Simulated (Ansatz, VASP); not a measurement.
## Rb in VASP and in Ansatz

```
Rb
1.0
    -2.36501    2.36501    2.36501
     2.36501   -2.36501    2.36501
     2.36501    2.36501   -2.36501
Rb
1
Direct
  0.00000 0.00000 0.00000
```

Change from the starting cell: volume scaled by 0.58, LAPW.

Alike in both runs: task single point; functional PBE; k mesh 10 × 10 × 10; occupations fermi-dirac, width 0.1 eV; no spin polarisation.

|  | VASP | Ansatz |
| --- | --- | --- |
| version | VASP 6.6.1 | Ansatz 0.2.0 |
| potentials or method | VASP PAW PBE potentials, release 64 (Rb_sv), cutoff 520 eV | all-electron LAPW, scalar-relativistic |

```csv
,VASP,Ansatz,Ansatz less VASP
pressure (GPa),4.0,4.0,0.00
```

Ansatz ran all-electron here, and VASP with PAW potentials.
